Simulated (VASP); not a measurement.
Input of a VASP 6.6.1 run:

Contents of INCAR:

```
ALGO = Normal
EDIFF = 1E-6
EDIFFG = -0.01
ENCUT = 600
GGA = PS
IBRION = 2
ISIF = 3
ISMEAR = 1
LASPH = True
LCHARG = False
LREAL = False
LWAVE = False
NELM = 60
NSW = 80
PREC = Accurate
SIGMA = 0.05
```

KPOINTS

```
k-points
0
Gamma
  10 10 10
```

Contents of POSCAR:

```
TaN
1.0
    0.0000000000      2.1790000000      2.1790000000
    2.1790000000      0.0000000000      2.1790000000
    2.1790000000      2.1790000000      0.0000000000
Ta N
1 1
Direct
    0.5000000000      0.5000000000      0.5000000000
    0.0000000000      0.0000000000      0.0000000000
```

Potentials or basis: VASP PAW PBE potentials, release 64 (Ta_pv, N).

Launch:

```console
$ cat potpaw_PBE.64/Ta_pv/POTCAR potpaw_PBE.64/N/POTCAR > POTCAR
$ mpirun -np 1 vasp_std > vasp.out
```

Question: Estimate the relaxed cell.

Answer: a = 3.096 Å, b = 3.096 Å, c = 3.096 Å, α = 60.00°, β = 60.00°, γ = 60.00°.

Question: What does it give for the relaxed volume?

Answer: 10.50 Å³/atom.

The path:
```
step  energy change (eV)  largest force (eV/Å)  pressure (GPa)  volume (Å³)
   1              0.0000                0.0000            5.27        20.69
   2              0.0225                0.0000          -11.47        21.73
   3             -0.0048                0.0000           -0.05        20.99
```

Caveat: the highest band is partly filled, so the run has too few bands; the PAW data sets were made with another functional, which shifts forces and pressure a little. Zero-point motion and thermal expansion aren't in these numbers.
